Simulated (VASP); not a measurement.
# Mo2Pt (P6_3/mmc) in VASP: notebook, part 2 of 2

VASP 6.6.1. Earlier steps stand in the parts before.

## 4. Single point, PBE

File INCAR:

```
SYSTEM = Mo2Pt
PREC = Accurate ; ENCUT = 500
EDIFF = 1E-6 ; ISMEAR = 0
SIGMA = 0.1 ; LREAL = .False.
LASPH = .True. ; NELM = 120
ALGO = Normal ; ISIF = 2
LWAVE = .False. ; LCHARG = .False.
GGA = PE ; NBANDS = 55
GGA_COMPAT = .False.
```

File KPOINTS:

```
regular mesh
0
Gamma
  6 6 2
  0 0 0
```

File POSCAR:

```
Mo2Pt
1.0
    4.7432792686     -0.0000000031      0.0000000000
   -2.3716396316      4.1078003454      0.0000000000
    0.0000000000      0.0000000000      5.4572362048
Mo Pt
4 2
Direct
    0.3333333333      0.6666666667      0.0423037085
    0.3333333333      0.6666666667      0.4576962915
    0.6666666667      0.3333333333      0.9576962915
    0.6666666667      0.3333333333      0.5423037085
    0.0000000000      0.0000000000      0.0000000000
    0.0000000000      0.0000000000      0.5000000000
```

Potentials or basis: VASP PAW PBE potentials, release 64 (Mo_sv, Pt_sv_GW).

The run is started by

```
> cat potpaw_PBE.64/Mo_sv/POTCAR potpaw_PBE.64/Pt_sv_GW/POTCAR > POTCAR
> mpirun -np 1 vasp_std > vasp.out
```

OUTCAR:

```text
SYSTEM = Mo2Pt
   PREC = Accurate
   ENCUT = 500
   EDIFF = 1E-6
   ISMEAR = 0
   LREAL = .False.
   LASPH = .True.
   NELM = 120
   ISIF = 2
   GGA = PE

 ion  position               nearest neighbor table
   1  0.333  0.667  0.042-   2 2.27   5 2.75   5 2.75   5 2.75   3 2.78   3 2.78   3 2.78   2 3.19

   2  0.333  0.667  0.458-   1 2.27   6 2.75   6 2.75   6 2.75   4 2.78   4 2.78   4 2.78   1 3.19

   3  0.667  0.333  0.958-   4 2.27   5 2.75   5 2.75   5 2.75   1 2.78   1 2.78   1 2.78   4 3.19

   4  0.667  0.333  0.542-   3 2.27   6 2.75   6 2.75   6 2.75   2 2.78   2 2.78   2 2.78   3 3.19

   5  0.000  0.000  0.000-   6 2.73   6 2.73   1 2.75   3 2.75   1 2.75   3 2.75   3 2.75   1 2.75

   6  0.000  0.000  0.500-   5 2.73   5 2.73   2 2.75   4 2.75   2 2.75   4 2.75   4 2.75   2 2.75

  LATTYP: Found a hexagonal cell.
 ALAT       =     4.7432792686
 C/A-ratio  =     1.1505196923

  Lattice vectors:

 A1 = (   4.7432792686,  -0.0000000031,   0.0000000000)
 A2 = (  -2.3716396316,   4.1078003454,   0.0000000000)
 A3 = (   0.0000000000,   0.0000000000,   5.4572362048)

Analysis of symmetry for initial positions (statically):
=====================================================================
 Subroutine PRICEL returns:
 Original cell was already a primitive cell.

 Routine SETGRP: Setting up the symmetry group for a
 hexagonal supercell.

 Subroutine GETGRP returns: Found 24 space group operations
 (whereof 12 operations were pure point group operations)
 out of a pool of 24 trial point group operations.

The static configuration has the point symmetry D_3d.
 The point group associated with its full space group is D_6h.

Analysis of symmetry for dynamics (positions and initial velocities):
=====================================================================
 Subroutine PRICEL returns:
 Original cell was already a primitive cell.

[... 126 lines left out ...]
  volume/ion in A,a.u.               =      17.72       119.59
  Fermi-wavevector in a.u.,A,eV,Ry     =   1.559973  2.947922 33.110007  2.433517
  Thomas-Fermi vector in A             =   2.663253
   LORBIT       =      0    0 simple, 1 ext, 2 COOP (PROOUT), +10 PAW based schemes
   GGA     = PE    functional components
   LHFCALC =     F    Hartree Fock is set to
   AEXX    =    0.0000 exact exchange contribution
   IVDW    =     0    specifies the selected vdW correction
   LEPSILON=     F    determine dielectric tensor
   LRPA    =     F    only Hartree local field effects (RPA)
 non-spin polarized calculation
 Gauss-broadening in eV      SIGMA  =   0.10
  energy-cutoff  :      500.00
  volume of cell :      106.33
 maximum number of plane-waves:      2732
 NGX is ok and might be reduce to    36
   NGX = 17   NGY = 17   NGZ = 19

 number of electron      92.0000004 magnetization

 Free energy of the ion-electron system (eV)
  ---------------------------------------------------
  ext. energy  EPLUGINS =         0.00000000
  ---------------------------------------------------
  free energy    TOTEN  =       -51.61058713 eV

  energy without entropy =      -51.56679291  energy(sigma->0) =      -51.58869002

 E-fermi :   9.6635     XC(G=0): -12.6443

 val. band max:        9.6567144937   @ k =   0.1667   0.1667   0.0000
 cond. band min:       9.6660484705   @ k =   0.1667   0.1667   0.5000
 fundamental gap:      0.0093339768
 Fermi energy:         9.6635274487

 k-point     1 :       0.0000    0.0000    0.0000
  band No.  band energies     occupation
      1     -88.8703      2.00000
      2     -88.8578      2.00000
      3     -50.9279      2.00000
      4     -50.7880      2.00000
      5     -50.5409      2.00000
      6     -50.4014      2.00000
[... 801 lines left out ...]
     54      11.5732      0.00000
     55      12.3974      0.00000

------------------------ aborting loop because EDIFF is reached ----------------------------------------

  FORCE on cell =-STRESS in cart. coord.  units (eV):
  Direction    XX          YY          ZZ          XY          YZ          ZX
  --------------------------------------------------------------------------------------
  -------------------------------------------------------------------------------------
  Total       -0.5393740     -0.5393740      0.3516450     -0.0000000      0.0000000     -0.0000000
  in kB       -8.1271789     -8.1271789      5.2985153     -0.0000000      0.0000000     -0.0000000
  external PRESSURE =      -3.6519475 kB  Pullay stress =       0.0000000 kB

 VOLUME and BASIS-vectors are now :
 -----------------------------------------------------------------------------
  energy-cutoff  :      500.00
  volume of cell :      106.33
      direct lattice vectors                 reciprocal lattice vectors
     4.743279269 -0.000000003  0.000000000     0.210824610  0.121719645  0.000000000
    -2.371639632  4.107800345  0.000000000     0.000000000  0.243439290  0.000000000
     0.000000000  0.000000000  5.457236205     0.000000000  0.000000000  0.183242939

 POSITION                                       TOTAL-FORCE (eV/Angst)
 -----------------------------------------------------------------------------------
      0.00000      2.73853      0.23086         0.000000     -0.000000     -0.173808
      0.00000      2.73853      2.49776         0.000000     -0.000000      0.173808
      2.37164      1.36927      5.22637        -0.000000      0.000000      0.173808
      2.37164      1.36927      2.95948        -0.000000      0.000000     -0.173808
      0.00000      0.00000      0.00000         0.000000     -0.000000      0.000000
      0.00000      0.00000      2.72862         0.000000     -0.000000      0.000000
 -----------------------------------------------------------------------------------
    total drift:                               -0.000000      0.000000      0.000000

  FREE ENERGIE OF THE ION-ELECTRON SYSTEM (eV)
  ---------------------------------------------------
  free  energy   TOTEN  =       -51.6105871318 eV

  energy  without entropy=      -51.5667929111  energy(sigma->0) =      -51.58869002
```

OSZICAR:

```text
N       E                     dE             d eps       ncg     rms          rms(c)
DAV:   1     0.120975612752E+04    0.12098E+04   -0.58355E+04  1556   0.171E+03
DAV:   2     0.495818298981E+00   -0.12093E+04   -0.11808E+04  1691   0.588E+02
DAV:   3    -0.581560071618E+02   -0.58652E+02   -0.55345E+02  2056   0.121E+02
DAV:   4    -0.600057830503E+02   -0.18498E+01   -0.17845E+01  1804   0.176E+01
DAV:   5    -0.600603288374E+02   -0.54546E-01   -0.54191E-01  1904   0.264E+00    0.104E+02
DAV:   6    -0.628699275984E+02   -0.28096E+01   -0.17022E+02  1906   0.474E+01    0.878E+01
DAV:   7    -0.515759977623E+02    0.11294E+02   -0.71244E+01  1831   0.331E+01    0.411E+01
DAV:   8    -0.528030588007E+02   -0.12271E+01   -0.74905E+00  1906   0.116E+01    0.158E+01
DAV:   9    -0.516179775498E+02    0.11851E+01   -0.58702E+00  1966   0.108E+01    0.488E+00
DAV:  10    -0.516446567301E+02   -0.26679E-01   -0.36571E-01  1760   0.242E+00    0.364E+00
DAV:  11    -0.516166046860E+02    0.28052E-01   -0.47083E-02  1921   0.983E-01    0.232E+00
DAV:  12    -0.516112574029E+02    0.53473E-02   -0.15003E-02  1980   0.504E-01    0.105E+00
DAV:  13    -0.516106906732E+02    0.56673E-03   -0.11466E-03  1921   0.176E-01    0.457E-01
DAV:  14    -0.516106035399E+02    0.87133E-04   -0.20986E-04  1902   0.599E-02    0.224E-01
DAV:  15    -0.516105855592E+02    0.17981E-04   -0.70781E-05  1873   0.365E-02    0.284E-02
DAV:  16    -0.516105869812E+02   -0.14220E-05   -0.68292E-06  1373   0.137E-02    0.152E-02
DAV:  17    -0.516105871318E+02   -0.15061E-06   -0.24994E-06  1263   0.801E-03
   1 F= -.51610587E+02 E0= -.51588690E+02  d E =-.437942E-01
```

Wall time 40 s (1 thread of Intel Xeon 6975P-C (Granite Rapids), shared host); peak memory 0.25 GiB.

Results:

```yaml
Free_energy: -51.6106 eV
Pressure: -0.4 GPa
Largest_force: 0.174 eV/Å
Band_gap_on_the_k_mesh: zero (band 46 reaches 10.41 eV, above the bottom of band 47 at 9.44 eV)
```

Forces in eV/Å, atoms in the order of the input:
```
Mo   0.000  0.000 -0.174
Mo   0.000  0.000  0.174
Mo   0.000  0.000  0.174
Mo   0.000  0.000 -0.174
Pt   0.000  0.000  0.000
Pt   0.000  0.000  0.000
```

Caveat: the k points lie up to 0.58 Å⁻¹ apart; spin-orbit coupling is left out, which moves the levels of the heavy elements.

## 5. Overview

| potentials or basis | cell | cutoff (eV) | second run | gap on the mesh (eV) | pressure (GPa) | largest force (eV/Å) |
| --- | --- | --- | --- | --- | --- | --- |
| VASP PAW PBE potentials, release 64 (Mo_sv, Pt) | a = 4.743, b = 4.743, c = 5.457 Å, angles 90.0, 90.0, 120.0°, 6 atoms | 520 | - | none | 0.5 | 0.18 |
| VASP PAW PBE potentials, release 64 (Mo_sv, Pt) | a = 4.398, b = 4.398, c = 7.541 Å, angles 90.0, 90.0, 120.0°, 6 atoms | 520 | - | none | 0.0 | 0.72 |
| VASP PAW PBE potentials, release 64 (Mo_sv, Pt_sv_GW) | a = 4.743, b = 4.743, c = 5.457 Å, angles 90.0, 90.0, 120.0°, 6 atoms | 500 | valence_matched | none | -0.4 | 0.17 |

Alike in all rows: task single point; level PBE; no spin polarisation; k mesh 6 × 6 × 2; smearing gaussian 0.1 eV.

Caveats: all runs use coarse meshes; spin-orbit coupling is left out, which moves the levels of the heavy elements.

Total energies depend on the potentials used, so only differences within one code and one set of settings carry meaning.
